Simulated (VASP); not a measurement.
# Sr (P6_3/mmc) in VASP: a series of runs

The runs below take Sr through single point, with r2SCAN.

Everything below comes from runs of VASP 6.6.1. Logs are shortened: lines on timing, memory, paths and dates and some standing lists are left out, and cuts for length are marked.

### Step 1. The cell of the first run

It takes space group P6_3/mmc (No. 194, hexagonal). Conventional cell: a = 4.369 Å, b = 4.369 Å, c = 6.861 Å, α = 90.00°, β = 90.00°, γ = 120.00°. Within 5.6 Å of Sr (site symmetry -6m2) lie 12 Sr at 4.26 to 4.37 Å.

This isn't the form of Sr at room conditions, which is fcc.

### Step 2. Single point, r2SCAN

Contents of POSCAR:

```
Sr
1.0
    4.3690486572      0.0000000000      0.0000000000
   -2.1845243286      3.7837071275      0.0000000000
    0.0000000000      0.0000000000      6.8607238510
Sr
2
Direct
    0.3333333333      0.6666666667      0.2500000000
    0.6666666667      0.3333333333      0.7500000000
```

Contents of INCAR.step1:

```
ALGO     = Normal         # electronic algorithm
EDIFF    = 1E-4           # SCF threshold, eV
ENCUT    = 520            # plane-wave cutoff, eV
GGA      = PE             # functional
ISMEAR   = 0              # smearing method
LASPH    = True           # aspherical terms in the spheres
LCHARG   = False          # write CHGCAR
LREAL    = False          # projectors in reciprocal space
LWAVE    = True           # write WAVECAR
NBANDS   = 17             # bands
NELM     = 60             # most SCF steps
PREC     = Accurate       # precision mode
SIGMA    = 0.15           # smearing width, eV
```

Contents of INCAR.step2:

```
ALGO     = Normal         # electronic algorithm
EDIFF    = 1E-6           # SCF threshold, eV
ENCUT    = 520            # plane-wave cutoff, eV
ISIF     = 2              # what is computed and relaxed
ISMEAR   = 0              # smearing method
ISTART   = 1            
LASPH    = True           # aspherical terms in the spheres
LCHARG   = False          # write CHGCAR
LMIXTAU  = True         
LREAL    = False          # projectors in reciprocal space
LWAVE    = False          # write WAVECAR
METAGGA  = R2SCAN         # meta-GGA
NBANDS   = 17             # bands
NELM     = 60             # most SCF steps
PREC     = Accurate       # precision mode
SIGMA    = 0.15           # smearing width, eV
```

Contents of KPOINTS:

```
k-points
0
Gamma
  12 12 8
```

Potentials or basis: VASP PAW PBE potentials, release 64 (Sr_sv).

Launch:

```
$ cat potpaw_PBE.64/Sr_sv/POTCAR > POTCAR
$ cp INCAR.step1 INCAR
$ mpirun -np 1 vasp_std > vasp.out
$ cp INCAR.step2 INCAR
$ mpirun -np 1 vasp_std > vasp.out
```

OUTCAR:

```text
EDIFF = 1E-6
   ENCUT = 520
   ISIF = 2
   ISMEAR = 0
   ISTART = 1
   LASPH = True
   LREAL = False
   METAGGA = R2SCAN
   NELM = 60
   PREC = Accurate

 ion  position               nearest neighbor table
   1  0.333  0.667  0.250-   2 4.26   2 4.26   2 4.26   2 4.26   2 4.26   2 4.26
   2  0.667  0.333  0.750-   1 4.26   1 4.26   1 4.26   1 4.26   1 4.26   1 4.26

  LATTYP: Found a hexagonal cell.
 ALAT       =     4.3690486572
 C/A-ratio  =     1.5703015437

  Lattice vectors:

 A1 = (   4.3690486572,   0.0000000000,   0.0000000000)
 A2 = (  -2.1845243286,   3.7837071275,   0.0000000000)
 A3 = (   0.0000000000,   0.0000000000,   6.8607238510)

Analysis of symmetry for initial positions (statically):
=====================================================================
 Subroutine PRICEL returns:
 Original cell was already a primitive cell.

 Routine SETGRP: Setting up the symmetry group for a
 hexagonal supercell.

 Subroutine GETGRP returns: Found 24 space group operations
 (whereof 12 operations were pure point group operations)
 out of a pool of 24 trial point group operations.

The static configuration has the point symmetry D_3d.
 The point group associated with its full space group is D_6h.

Analysis of symmetry for dynamics (positions and initial velocities):
=====================================================================
 Subroutine PRICEL returns:
 Original cell was already a primitive cell.

 Routine SETGRP: Setting up the symmetry group for a
 hexagonal supercell.

 Subroutine GETGRP returns: Found 24 space group operations
 (whereof 12 operations were pure point group operations)
 out of a pool of 24 trial point group operations.

The dynamic configuration has the point symmetry D_3d.
 The point group associated with its full space group is D_6h.

 Subroutine INISYM returns: Found 24 space group operations
 (whereof 12 operations are pure point group operations),
 and found     1 'primitive' translations

----------------------------------------------------------------------------------------

                                     Primitive cell

  volume of cell :     113.4160

  direct lattice vectors                    reciprocal lattice vectors
     4.369048657  0.000000000  0.000000000     0.228882779  0.132145534  0.000000000
    -2.184524329  3.783707128  0.000000000     0.000000000  0.264291069  0.000000000
     0.000000000  0.000000000  6.860723851     0.000000000  0.000000000  0.145757215

  length of vectors
     4.369048657  4.369048657  6.860723851     0.264291069  0.264291069  0.145757215

  position of ions in fractional coordinates (direct lattice)
     0.333333333  0.666666667  0.250000000
     0.666666667  0.333333333  0.750000000

  ion indices of the primitive-cell ions
   primitive index   ion index
                 1           1
                 2           2

----------------------------------------------------------------------------------------

 KPOINTS: k-points

Automatic generation of k-mesh.
 Grid dimensions read from file:
 generate k-points for:   12   12    8

 Generating k-lattice:

  Cartesian coordinates                     Fractional coordinates (reciprocal lattice)
     0.019073565  0.011012128  0.000000000     0.083333333 -0.000000000  0.000000000
     0.000000000  0.022024256  0.000000000     0.000000000  0.083333333  0.000000000
     0.000000000  0.000000000  0.018219652     0.000000000  0.000000000  0.125000000

  Length of vectors
     0.022024256  0.022024256  0.018219652

  Shift w.r.t. Gamma in fractional coordinates (k-lattice)
     0.000000000  0.000000000  0.000000000

 Subroutine IBZKPT returns following result:
 ===========================================

 Found     95 irreducible k-points:

 Following reciprocal coordinates:
            Coordinates               Weight
  0.000000  0.000000  0.000000      1.000000
  0.083333  0.000000  0.000000      6.000000
  0.166667  0.000000  0.000000      6.000000
  0.250000  0.000000  0.000000      6.000000
  0.333333  0.000000  0.000000      6.000000
  0.416667  0.000000  0.000000      6.000000
[... 16 lines left out ...]
  0.250000  0.000000  0.125000     12.000000
  0.333333  0.000000  0.125000     12.000000
 [... further k-points ...]
   k-points           NKPTS =     95   k-points in BZ     NKDIM =     95   number of bands    NBANDS=     17
   number of dos      NEDOS =    301   number of ions     NIONS =      2
   total plane-waves  NPLWV =  55296
   dimension x,y,z NGX =    32 NGY =   32 NGZ =   54
   dimension x,y,z NGXF=    64 NGYF=   64 NGZF=  108
   ions per type =               2
   NGX,Y,Z   is equivalent  to a cutoff of  12.18, 12.18, 13.09 a.u.
   NGXF,Y,Z  is equivalent  to a cutoff of  24.35, 24.35, 26.17 a.u.
 SYSTEM =  unknown system
   PREC   = accura    normal or accurate (medium, high low for compatibility)
   ISTART =      1    job   : 0-new  1-cont  2-samecut
   ICHARG =      0    charge: 1-file 2-atom 10-const
   ISPIN  =      1    spin polarized calculation?
   LNONCOLLINEAR =      F non collinear calculations
   LSORBIT =      F    spin-orbit coupling
   LASPH  =      T    aspherical Exc in radial PAW
   ENCUT  =  520.0 eV  38.22 Ry    6.18 a.u.   8.12  8.12 12.76*2*pi/ulx,y,z
   NELM   =     60;   NELMIN=  2; NELMDL=  0     # of ELM steps
   EDIFF  = 0.1E-05   stopping-criterion for ELM
   LREAL  =      F    real-space projection
   EDIFFG = 0.1E-04   stopping-criterion for IOM
   NSW    =      0    number of steps for IOM
   IBRION =     -1    ionic relax: 0-MD 1-quasi-New 2-CG
   NFREE  =      0    steps in history (QN), initial steepest desc. (CG)
   ISIF   =      2    stress and relaxation
   ISYM   =      2    0-nonsym 1-usesym 2-fastsym
   POTIM  = 0.5000    time-step for ionic-motion
   TEBEG  =    0.0;   TEEND  =   0.0 temperature during run
   PSTRESS=    0.0 pullay stress
   NELECT =      20.0000    total number of electrons
   NUPDOWN=      -1.0000    fix difference up-down
   EMIN   =  10.00;   EMAX   =-10.00  energy-range for DOS
   EFERMI =   0.00;   METHOD = LEGACY
   ISMEAR =     0;   SIGMA  =   0.15  broadening in eV -4-tet -1-fermi 0-gaus
   EFERMI_NEDOS =   21; number of points for ismear=-14 and -15
   IALGO  =     38    algorithm
   IMIX   =      4    mixing-type and parameters
     AMIX     =   0.40;   BMIX     =  1.00
     AMIX_MAG =   1.60;   BMIX_MAG =  1.00
  volume/ion in A,a.u.               =      56.71       382.68
  Fermi-wavevector in a.u.,A,eV,Ry     =   0.918037  1.734838 11.466873  0.842791
  Thomas-Fermi vector in A             =   2.043073
   LORBIT       =      0    0 simple, 1 ext, 2 COOP (PROOUT), +10 PAW based schemes
   METAGGA = R2SCAN    functional components
   LHFCALC =     F    Hartree Fock is set to
   AEXX    =    0.0000 exact exchange contribution
   IVDW    =     0    specifies the selected vdW correction
   LEPSILON=     F    determine dielectric tensor
   LRPA    =     F    only Hartree local field effects (RPA)
 non-spin polarized calculation
 Gauss-broadening in eV      SIGMA  =   0.15
  energy-cutoff  :      520.00
  volume of cell :      113.42
 maximum number of plane-waves:      3086
   NGX = 17   NGY = 17   NGZ = 25

 number of electron      19.9999999 magnetization

 Free energy of the ion-electron system (eV)
  ---------------------------------------------------
  ext. energy  EPLUGINS =         0.00000000
  ---------------------------------------------------
  free energy    TOTEN  =       -30.19124359 eV

  energy without entropy =      -30.16351774  energy(sigma->0) =      -30.17738067

 E-fermi :   1.5469     XC(G=0):  -7.6987

 val. band max:        1.5123450956   @ k =   0.1667   0.1667   0.0000
 cond. band min:       1.5505768898   @ k =   0.2500   0.0833   0.0000
 fundamental gap:      0.0382317942
 Fermi energy:         1.5468770865

 k-point     1 :       0.0000    0.0000    0.0000
  band No.  band energies     occupation
      1     -36.5706      2.00000
      2     -36.5549      2.00000
      3     -18.0328      2.00000
      4     -17.8662      2.00000
      5     -17.8662      2.00000
      6     -17.8352      2.00000
[... 9 lines left out ...]
     16       4.5390      0.00000
     17       4.9166      0.00000

 k-point     2 :       0.0833    0.0000    0.0000
  band No.  band energies     occupation
      1     -36.5699      2.00000
      2     -36.5547      2.00000
      3     -18.0286      2.00000
      4     -17.8744      2.00000
      5     -17.8690      2.00000
      6     -17.8438      2.00000
[... 9 lines left out ...]
     16       4.6308      0.00000
     17       4.7320      0.00000

 k-point     3 :       0.1667    0.0000    0.0000
  band No.  band energies     occupation
      1     -36.5679      2.00000
      2     -36.5540      2.00000
      3     -18.0165      2.00000
      4     -17.8968      2.00000
      5     -17.8765      2.00000
      6     -17.8670      2.00000
[... 9 lines left out ...]
     16       4.5420      0.00000
     17       4.8167      0.00000

 k-point     4 :       0.2500    0.0000    0.0000
  band No.  band energies     occupation
      1     -36.5650      2.00000
      2     -36.5533      2.00000
      3     -17.9984      2.00000
      4     -17.9277      2.00000
      5     -17.8978      2.00000
      6     -17.8864      2.00000
[... 9 lines left out ...]
     16       4.8120      0.00000
     17       5.1546      0.00000
[... 343 lines left out ...]
      1     -36.5673      2.00000
      2     -36.5546      2.00000
      3     -18.0110      2.00000
      4     -17.8947      2.00000
      5     -17.8751      2.00000
      6     -17.8727      2.00000
[... 9 lines left out ...]
     16       4.6010      0.00000
     17       4.9522      0.00000

 k-point    23 :       0.2500    0.0000    0.1250
  band No.  band energies     occupation
      1     -36.5645      2.00000
      2     -36.5537      2.00000
      3     -17.9963      2.00000
      4     -17.9237      2.00000
      5     -17.9033      2.00000
      6     -17.8848      2.00000
[... 9 lines left out ...]
     16       4.8206      0.00000
     17       5.1863      0.00000

 k-point    24 :       0.3333    0.0000    0.1250
  band No.  band energies     occupation
      1     -36.5615      2.00000
      2     -36.5531      2.00000
      3     -17.9854      2.00000
      4     -17.9473      2.00000
      5     -17.9320      2.00000
      6     -17.8942      2.00000
[... 9 lines left out ...]
     16       5.3271      0.00000
     17       5.5344      0.00000

 [... further k-points ...]
[... 5 lines left out ...]
  --------------------------------------------------------------------------------------
  -------------------------------------------------------------------------------------
  Total       -0.1261681     -0.1261681      0.5650244      0.0000000     -0.0000000      0.0000000
  in kB       -1.7823205     -1.7823205      7.9818477      0.0000000     -0.0000000      0.0000000
  external PRESSURE =       1.4724022 kB  Pullay stress =       0.0000000 kB

 VOLUME and BASIS-vectors are now :
 -----------------------------------------------------------------------------
  energy-cutoff  :      520.00
  volume of cell :      113.42
      direct lattice vectors                 reciprocal lattice vectors
     4.369048657  0.000000000  0.000000000     0.228882779  0.132145534  0.000000000
    -2.184524329  3.783707128  0.000000000     0.000000000  0.264291069  0.000000000
     0.000000000  0.000000000  6.860723851     0.000000000  0.000000000  0.145757215

 POSITION                                       TOTAL-FORCE (eV/Angst)
 -----------------------------------------------------------------------------------
     -0.00000      2.52247      1.71518        -0.000000      0.000000      0.000000
      2.18452      1.26124      5.14554         0.000000     -0.000000      0.000000
 -----------------------------------------------------------------------------------
    total drift:                               -0.000000      0.000000     -0.000000

  FREE ENERGIE OF THE ION-ELECTRON SYSTEM (eV)
  ---------------------------------------------------
  free  energy   TOTEN  =       -30.1912435911 eV

  energy  without entropy=      -30.1635177413  energy(sigma->0) =      -30.17738067
```

Run time: 6.7 min. Hardware: 1 thread of Intel Xeon Platinum 8259CL at 2.50GHz (Skylake/Cascade Lake), shared host; peak memory 0.34 GiB.

Results:

| Property | Result |
| --- | --- |
| Free energy | -30.1912 eV |
| Pressure | 0.1 GPa |
| Band gap on the k mesh | zero (bands 10 and 11 overlap by 0.43 eV) |

Caveat: the PAW data sets were made with another functional, which shifts forces and pressure a little.

### Step 3. Single point, r2SCAN

This run uses another cell than the first one, of the same volume but with other edges.

Contents of POSCAR:

```
Sr
1.0
    4.2404719299      0.0000000000      0.0000000000
   -2.1202359649      3.6723564153      0.0000000000
    0.0000000000      0.0000000000      7.2830839567
Sr
2
Direct
    0.3333333333      0.6666666667      0.2500000000
    0.6666666667      0.3333333333      0.7500000000
```

Contents of INCAR.step1:

```
SYSTEM = Sr
PREC = Accurate
ENCUT = 520
ISMEAR = 0
SIGMA = 0.15
LREAL = .False.
LASPH = .True.
NELM = 100
NBANDS = 17
GGA = PE
ALGO = Normal
EDIFF = 1E-4
LWAVE = .True.
LCHARG = .False.
```

Contents of INCAR.step2:

```
SYSTEM = Sr
PREC = Accurate
ENCUT = 520
EDIFF = 1E-6
ISMEAR = 0
SIGMA = 0.15
LREAL = .False.
LASPH = .True.
NELM = 100
ALGO = Normal
ISIF = 2
LWAVE = .False.
LCHARG = .True.
METAGGA = R2SCAN
LMIXTAU = .True.
LELF = .True.
LVHAR = .True.
NBANDS = 17
ISTART = 1
```

Contents of KPOINTS:

```
regular mesh
0
Gamma
  12 12 8
  0 0 0
```

Potentials or basis: VASP PAW PBE potentials, release 64 (Sr_sv).

Launch:

```
$ cat potpaw_PBE.64/Sr_sv/POTCAR > POTCAR
$ cp INCAR.step1 INCAR
$ mpirun -np 1 vasp_std > vasp.out
$ cp INCAR.step2 INCAR
$ mpirun -np 1 vasp_std > vasp.out
```

Run time: 7.3 min. Hardware: 1 thread of Intel Xeon Platinum 8259CL at 2.50GHz (Skylake/Cascade Lake), shared host; peak memory 0.34 GiB.

It converged, with:

```yaml
Free_energy: -30.1938 eV
Pressure: 0.1 GPa
Band_gap_on_the_k_mesh: zero (bands 10 and 11 overlap by 0.49 eV)
```

Stress tensor (GPa, compression positive):
```
 0.43  0.00  0.00
 0.00  0.43  0.00
 0.00  0.00 -0.59
```

Levels at points of the mesh, in eV from the Fermi level:
```
           k point  band 6  band 7  band 8  band 9  band 10  band 11  band 12  band 13  band 14  band 15
(0.00, 0.00, 0.00)  -19.36  -19.36  -19.35   -3.81    -1.22    -0.28     2.35     2.65     2.65     3.02
(0.50, 0.00, 0.00)  -19.43  -19.39  -19.38   -1.03    -0.56     0.11     0.37     1.31     1.88     2.65
(0.00, 0.00, 0.50)  -19.37  -19.37  -19.37   -2.90    -2.90     1.25     1.25     2.68     2.68     2.68
(0.50, 0.00, 0.50)  -19.41  -19.40  -19.40   -0.73    -0.73     0.20     0.20     1.44     1.44     3.41
```

Caveat: the PAW data sets were made with another functional, which shifts forces and pressure a little.

### Step 4. Single point, r2SCAN

This run uses another cell than the first one, of the same volume but with other edges.

Contents of POSCAR:

```
Sr
1.0
    4.6428069947      0.0000000000      0.0000000000
   -2.3214034974      4.0207888023      0.0000000000
    0.0000000000      0.0000000000      6.0755058259
Sr
2
Direct
    0.3333333333      0.6666666667      0.2500000000
    0.6666666667      0.3333333333      0.7500000000
```

Contents of INCAR.step1:

```
SYSTEM = Sr
  PREC = Accurate
  ENCUT = 520
  ISMEAR = 0
  SIGMA = 0.15
  LREAL = .False.
  LASPH = .True.
  NELM = 100
  NBANDS = 17
  GGA = PE
  ALGO = Normal
  EDIFF = 1E-4
  LWAVE = .True.
  LCHARG = .False.
```

Contents of INCAR.step2:

```
SYSTEM = Sr
  PREC = Accurate
  ENCUT = 520
  EDIFF = 1E-6
  ISMEAR = 0
  SIGMA = 0.15
  LREAL = .False.
  LASPH = .True.
  NELM = 100
  ALGO = Normal
  ISIF = 2
  LWAVE = .False.
  LCHARG = .False.
  METAGGA = R2SCAN
  LMIXTAU = .True.
  NBANDS = 17
  ISTART = 1
```

KPOINTS is that of step 3.

Launch:

```
$ cat potpaw_PBE.64/Sr_sv/POTCAR > POTCAR
$ cp INCAR.step1 INCAR
$ mpirun -np 1 vasp_std > vasp.out
$ cp INCAR.step2 INCAR
$ mpirun -np 1 vasp_std > vasp.out
```

Run time: 8.1 min. Hardware: 1 thread of Intel Xeon Platinum 8259CL at 2.50GHz (Skylake/Cascade Lake), shared host; peak memory 0.35 GiB.

Results (log left out):

```yaml
Free_energy: -29.9897 eV
Pressure: 0.3 GPa
Band_gap_on_the_k_mesh: zero (bands 10 and 11 overlap by 0.55 eV)
```

Stress tensor (GPa, compression positive):
```
-0.83  0.00  0.00
 0.00 -0.83  0.00
 0.00  0.00  2.50
```

Levels at points of the mesh, in eV from the Fermi level:
| k point | band 7 | band 8 | band 9 | band 10 | band 11 | band 12 | band 13 | band 14 |
| --- | --- | --- | --- | --- | --- | --- | --- | --- |
| (0.00, 0.00, 0.00) | -19.35 | -19.34 | -3.74 | -0.57 | 1.13 | 2.20 | 2.20 | 2.81 |
| (0.50, 0.00, 0.00) | -19.42 | -19.35 | -1.38 | -0.86 | 0.13 | 0.55 | 1.91 | 2.11 |
| (0.00, 0.00, 0.50) | -19.38 | -19.38 | -2.43 | -2.43 | 2.00 | 2.00 | 2.00 | 2.00 |
| (0.50, 0.00, 0.50) | -19.36 | -19.36 | -0.70 | -0.70 | 0.14 | 0.14 | 1.92 | 1.92 |

Caveat: the PAW data sets were made with another functional, which shifts forces and pressure a little.

### Step 5. Summary

```csv
cell,gap on the mesh (eV),pressure (GPa)
"a = 4.369, b = 4.369, c = 6.861 Å, angles 90.0, 90.0, 120.0°, 2 atoms",none,0.1
"a = 4.240, b = 4.240, c = 7.283 Å, angles 90.0, 90.0, 120.0°, 2 atoms",none,0.1
"a = 4.643, b = 4.643, c = 6.076 Å, angles 90.0, 90.0, 120.0°, 2 atoms",none,0.3
```

Alike in all rows: task single point; level r2SCAN; potentials or basis VASP PAW PBE potentials, release 64 (Sr_sv); no spin polarisation; k mesh 12 × 12 × 8; cutoff (eV) 520; smearing gaussian 0.15 eV.

Caveats: the PAW data sets were made with another functional, which shifts forces and pressure a little.

Absolute energies hang on the potentials; compare differences alone.

The gap in the log of VASP goes by the Fermi energy; the results here count the filled bands.